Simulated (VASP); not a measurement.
# As (Pm-3m) in VASP: notebook

As is run at these levels: PBE; tasks: single point, relaxation of cell and atoms.

Everything below comes from runs of VASP 6.6.1. Logs are shortened: lines on timing, memory, paths and dates and some standing lists are left out, and cuts for length are marked.

## Step 1: The cell of the first run

Symmetry: Pm-3m, No. 221, cubic system. Conventional cell: a = 2.729 Å, b = 2.729 Å, c = 2.729 Å, α = 90.00°, β = 90.00°, γ = 90.00°. Within 3.6 Å of As (site symmetry m-3m) lie 6 As at 2.73 Å.

## Step 2: Single point, PBE

INCAR

```
SYSTEM = As
  PREC = Accurate
  ENCUT = 520
  EDIFF = 1E-6
  ISMEAR = 0
  SIGMA = 0.1
  LREAL = .False.
  LASPH = .True.
  NELM = 100
  ALGO = Normal
  ISIF = 2
  LWAVE = .False.
  LCHARG = .True.
  GGA = PE
  LELF = .True.
  LVHAR = .True.
  NBANDS = 8
```

KPOINTS

```
Automatic mesh
0
Gamma
  16 16 16
  0 0 0
```

POSCAR

```
As
1.0
    2.7285638812      0.0000000000      0.0000000000
    0.0000000000      2.7285638812      0.0000000000
    0.0000000000      0.0000000000      2.7285638812
As
1
Direct
    0.5000000000      0.5000000000      0.5000000000
```

Potentials or basis: VASP PAW PBE potentials, release 64 (As).

Started as:

```console
$ cat potpaw_PBE.64/As/POTCAR > POTCAR
$ mpirun -np 1 vasp_std > vasp.out
```

OUTCAR:

```text
SYSTEM = As
   PREC = Accurate
   ENCUT = 520
   EDIFF = 1E-6
   ISMEAR = 0
   LREAL = .False.
   LASPH = .True.
   NELM = 100
   ISIF = 2
   GGA = PE

 ion  position               nearest neighbor table
   1  0.500  0.500  0.500-

  LATTYP: Found a simple cubic cell.
 ALAT       =     2.7285638812

  Lattice vectors:

 A1 = (   2.7285638812,   0.0000000000,   0.0000000000)
 A2 = (   0.0000000000,   2.7285638812,   0.0000000000)
 A3 = (   0.0000000000,   0.0000000000,   2.7285638812)

Analysis of symmetry for initial positions (statically):
=====================================================================
 Subroutine PRICEL returns:
 Original cell was already a primitive cell.

 Routine SETGRP: Setting up the symmetry group for a
 simple cubic supercell.

 Subroutine GETGRP returns: Found 48 space group operations
 (whereof 48 operations were pure point group operations)
 out of a pool of 48 trial point group operations.

The static configuration has the point symmetry O_h .

Analysis of symmetry for dynamics (positions and initial velocities):
=====================================================================
 Subroutine PRICEL returns:
 Original cell was already a primitive cell.

 Routine SETGRP: Setting up the symmetry group for a
 simple cubic supercell.

 Subroutine GETGRP returns: Found 48 space group operations
 (whereof 48 operations were pure point group operations)
 out of a pool of 48 trial point group operations.

The dynamic configuration has the point symmetry O_h .

 Subroutine INISYM returns: Found 48 space group operations
 (whereof 48 operations are pure point group operations),
 and found     1 'primitive' translations

----------------------------------------------------------------------------------------

                                     Primitive cell

  volume of cell :      20.3143

  direct lattice vectors                    reciprocal lattice vectors
     2.728563881  0.000000000  0.000000000     0.366493160  0.000000000  0.000000000
     0.000000000  2.728563881  0.000000000     0.000000000  0.366493160  0.000000000
     0.000000000  0.000000000  2.728563881     0.000000000  0.000000000  0.366493160

  length of vectors
     2.728563881  2.728563881  2.728563881     0.366493160  0.366493160  0.366493160

  position of ions in fractional coordinates (direct lattice)
     0.500000000  0.500000000  0.500000000

  ion indices of the primitive-cell ions
   primitive index   ion index
                 1           1
[... 69 lines left out ...]
   LASPH  =      T    aspherical Exc in radial PAW
   ENCUT  =  520.0 eV  38.22 Ry    6.18 a.u.   5.07  5.07  5.07*2*pi/ulx,y,z
   NELM   =    100;   NELMIN=  2; NELMDL= -5     # of ELM steps
   EDIFF  = 0.1E-05   stopping-criterion for ELM
   LREAL  =      F    real-space projection
   EDIFFG = 0.1E-04   stopping-criterion for IOM
   NSW    =      0    number of steps for IOM
   IBRION =     -1    ionic relax: 0-MD 1-quasi-New 2-CG
   NFREE  =      0    steps in history (QN), initial steepest desc. (CG)
   ISIF   =      2    stress and relaxation
   ISYM   =      2    0-nonsym 1-usesym 2-fastsym
   POTIM  = 0.5000    time-step for ionic-motion
   TEBEG  =    0.0;   TEEND  =   0.0 temperature during run
   PSTRESS=    0.0 pullay stress
   NELECT =       5.0000    total number of electrons
   NUPDOWN=      -1.0000    fix difference up-down
   EMIN   =  10.00;   EMAX   =-10.00  energy-range for DOS
   EFERMI =   0.00;   METHOD = LEGACY
   ISMEAR =     0;   SIGMA  =   0.10  broadening in eV -4-tet -1-fermi 0-gaus
   EFERMI_NEDOS =   21; number of points for ismear=-14 and -15
   IALGO  =     38    algorithm
   IMIX   =      4    mixing-type and parameters
     AMIX     =   0.40;   BMIX     =  1.00
     AMIX_MAG =   1.60;   BMIX_MAG =  1.00
  volume/ion in A,a.u.               =      20.31       137.09
  Fermi-wavevector in a.u.,A,eV,Ry     =   1.025961  1.938785 14.321428  1.052595
  Thomas-Fermi vector in A             =   2.159828
   LORBIT       =      0    0 simple, 1 ext, 2 COOP (PROOUT), +10 PAW based schemes
   GGA     = PE    functional components
   LHFCALC =     F    Hartree Fock is set to
   AEXX    =    0.0000 exact exchange contribution
   IVDW    =     0    specifies the selected vdW correction
   LEPSILON=     F    determine dielectric tensor
   LRPA    =     F    only Hartree local field effects (RPA)
 non-spin polarized calculation
 Gauss-broadening in eV      SIGMA  =   0.10
  energy-cutoff  :      520.00
  volume of cell :       20.31
 maximum number of plane-waves:       560
   NGX = 11   NGY = 11   NGZ = 11

 number of electron       5.0000001 magnetization

 Free energy of the ion-electron system (eV)
  ---------------------------------------------------
  ext. energy  EPLUGINS =         0.00000000
  ---------------------------------------------------
  free energy    TOTEN  =        -4.55911512 eV

  energy without entropy =       -4.55782426  energy(sigma->0) =       -4.55846969

 E-fermi :   5.6438     XC(G=0): -10.3154

 val. band max:        5.5790642028   @ k =   0.3750   0.2500   0.1250
 cond. band min:       5.6673068503   @ k =   0.1875   0.1875   0.1250
 fundamental gap:      0.0882426475
 Fermi energy:         5.6438117826

 k-point     1 :       0.0000    0.0000    0.0000
  band No.  band energies     occupation
      1      -9.1129      2.00000
      2       9.6718      0.00000
      3       9.6718      0.00000
      4       9.6718      0.00000
      5      14.0959      0.00000
      6      14.0959      0.00000
      7      15.9392      0.00000
      8      30.1855      0.00000
[... 243 lines left out ...]
 k-point    24 :       0.5000    0.1250    0.0000
  band No.  band energies     occupation
      1      -5.8104      2.00000
      2      -0.8296      2.00000
      3       9.4588      0.00000
      4      12.1034      0.00000
      5      15.9139      0.00000
      6      18.0483      0.00000
      7      20.4933      0.00000
      8      21.0878      0.00000

 [... further k-points ...]
[... 5 lines left out ...]
  --------------------------------------------------------------------------------------
  -------------------------------------------------------------------------------------
  Total        0.0149194      0.0149194      0.0149194     -0.0000000     -0.0000000     -0.0000000
  in kB        1.1766803      1.1766803      1.1766803     -0.0000000     -0.0000000     -0.0000000
  external PRESSURE =       1.1766803 kB  Pullay stress =       0.0000000 kB

 VOLUME and BASIS-vectors are now :
 -----------------------------------------------------------------------------
  energy-cutoff  :      520.00
  volume of cell :       20.31
      direct lattice vectors                 reciprocal lattice vectors
     2.728563881  0.000000000  0.000000000     0.366493160  0.000000000  0.000000000
     0.000000000  2.728563881  0.000000000     0.000000000  0.366493160  0.000000000
     0.000000000  0.000000000  2.728563881     0.000000000  0.000000000  0.366493160

 POSITION                                       TOTAL-FORCE (eV/Angst)
 -----------------------------------------------------------------------------------
      1.36428      1.36428      1.36428         0.000000      0.000000      0.000000
 -----------------------------------------------------------------------------------
    total drift:                                0.000000      0.000000      0.000000

  FREE ENERGIE OF THE ION-ELECTRON SYSTEM (eV)
  ---------------------------------------------------
  free  energy   TOTEN  =        -4.5591151237 eV

  energy  without entropy=       -4.5578242590  energy(sigma->0) =       -4.55846969
```

stdout:

```text
POSCAR found type information on POSCAR As
 POSCAR found :  1 types and       1 ions
 scaLAPACK will be used
 LDA part: xc-table for (Slater+PW92), standard interpolation
 POSCAR, INCAR and KPOINTS ok, starting setup
 FFT: planning ... GRIDC
 FFT: planning ... GRID_SOFT
 FFT: planning ... GRID
 WAVECAR not read
 entering main loop
```

Run time: 27 s. Hardware: 1 thread of AMD EPYC 7R13, shared host; peak memory 0.11 GiB.

What came out:

```yaml
Free_energy: -4.5591 eV
Pressure: 0.1 GPa
```

## Step 3: Relaxation of cell and atoms, PBE

This run uses another cell than the first one, of 19.76 Å³/atom, 0.973 times its volume.

INCAR

```
SYSTEM = As
ALGO = Normal
EDIFF = 1E-7
EDIFFG = -0.005
ENCUT = 600
GGA = PE
IBRION = 2
ISIF = 3
ISMEAR = 0
LASPH = .TRUE.
LCHARG = .FALSE.
LREAL = .FALSE.
LWAVE = .FALSE.
NELM = 100
NSW = 100
PREC = Accurate
SIGMA = 0.1
```

KPOINTS

```
k-points
0
G
  16 16 16
  0 0 0
```

POSCAR

```
As
1.0
    2.7036817444      0.0000000000      0.0000000000
    0.0000000000      2.7036817444      0.0000000000
    0.0000000000      0.0000000000      2.7036817444
As
1
Direct
    0.5000000000      0.5000000000      0.5000000000
```

Potentials or basis: VASP PAW PBE potentials, release 64 (As).

Started as:

```console
$ cat potpaw_PBE.64/As/POTCAR > POTCAR
$ mpirun -np 1 vasp_std > vasp.out
```

Wall time 76 s (1 thread of AMD EPYC 7R13, shared host); peak memory 0.13 GiB.

The run converged. Its results:

- Free energy: -4.5591 eV
- Relaxed volume: 20.34 Å³/atom
- Relaxed cell: a = 2.730 Å, b = 2.730 Å, c = 2.730 Å, α = 90.00°, β = 90.00°, γ = 90.00°
- Space group after relaxing (to 0.05 Å): Pm-3m (No. 221)
- Energy gained by relaxing: 4.4 meV/atom
- Ionic steps: 3
- Pressure after relaxing: 0.0 GPa

The path:
| step | energy change (eV) | largest force (eV/Å) | pressure (GPa) | volume (Å³) |
| --- | --- | --- | --- | --- |
| 1 | 0.0000 | 0.0000 | 2.49 | 19.76 |
| 2 | -0.0032 | 0.0000 | -1.17 | 20.66 |
| 3 | -0.0044 | 0.0000 | 0.01 | 20.34 |

Final structure:
```yaml
crystal:
  lattice:
    - [2.72982, 0.00000, 0.00000]
    - [0.00000, 2.72982, 0.00000]
    - [0.00000, 0.00000, 2.72982]
  atoms:
    - { symbol: As, position: [0.50000, 0.50000, 0.50000] }
```

Levels at points of the mesh, in eV from the Fermi level:
```csv
k point,band 1,band 2,band 3,band 4,band 5,band 6
"(0.00, 0.00, 0.00)",-14.74,4.02,4.02,4.02,8.45,8.45
"(0.50, 0.00, 0.00)",-11.73,-6.73,6.22,6.22,11.06,13.93
"(0.50, 0.50, 0.00)",-8.59,-4.14,-4.14,2.62,8.28,16.11
"(0.50, 0.50, 0.50)",-5.16,-1.79,-1.79,-1.79,5.97,5.97
```

## Step 4: Single point, PBE (strained)

INCAR

```
  PREC = Accurate
  ENCUT = 520
  EDIFF = 1E-6
  ISMEAR = 0
  SIGMA = 0.1
  LREAL = F
  LASPH = T
  NELM = 80
  ALGO = Normal
  ISIF = 2
  LWAVE = F
  LCHARG = T
  GGA = PE
  LELF = T
  LVHAR = T
  NBANDS = 8
```

KPOINTS

```
regular mesh
0
Gamma
  16 16 16
```

POSCAR

```
As
1.0
    2.6784293569      0.0000000000      0.0000000000
    0.0000000000      2.6784293569      0.0000000000
    0.0000000000      0.0000000000      2.6784293569
As
1
Direct
    0.5000000000      0.5000000000      0.5000000000
```

Started as:

```console
$ cat potpaw_PBE.64/As/POTCAR > POTCAR
$ mpirun -np 1 vasp_std > vasp.out
```

Run time: 9.9 s. Hardware: 1 thread of Intel Xeon Platinum 8488C (Sapphire Rapids), shared host; peak memory 0.14 GiB.

It converged, with:

```yaml
Free_energy: -4.5416 eV
Pressure: 5.3 GPa
```

Levels at points of the mesh, in eV from the Fermi level:
| k point | band 1 | band 2 | band 3 | band 4 | band 5 | band 6 |
| --- | --- | --- | --- | --- | --- | --- |
| (0.00, 0.00, 0.00) | -15.25 | 4.25 | 4.25 | 4.25 | 8.51 | 8.51 |
| (0.50, 0.00, 0.00) | -11.98 | -7.18 | 6.65 | 6.65 | 11.25 | 14.28 |
| (0.50, 0.50, 0.00) | -8.55 | -4.42 | -4.42 | 2.37 | 8.93 | 16.78 |
| (0.50, 0.50, 0.50) | -4.73 | -1.89 | -1.89 | -1.89 | 5.88 | 5.88 |

Caveat: the cell differs from its parent crystal (strained).

## Step 5: Overview

| task | cell | cutoff (eV) | gap on the mesh (eV) | pressure (GPa) |
| --- | --- | --- | --- | --- |
| single point | a = 2.729 Å, 1 atom | 520 | none | 0.1 |
| relaxation of cell and atoms | relaxed from a = 2.704 Å, 1 atom | 600 | none | 0.0 |
| single point | a = 2.678 Å, 1 atom | 520 | none | 5.3 |

Alike in all rows: level PBE; potentials or basis VASP PAW PBE potentials, release 64 (As); no spin polarisation; k mesh 16 × 16 × 16; smearing gaussian 0.1 eV.

Absolute energies hang on the potentials; compare differences alone.
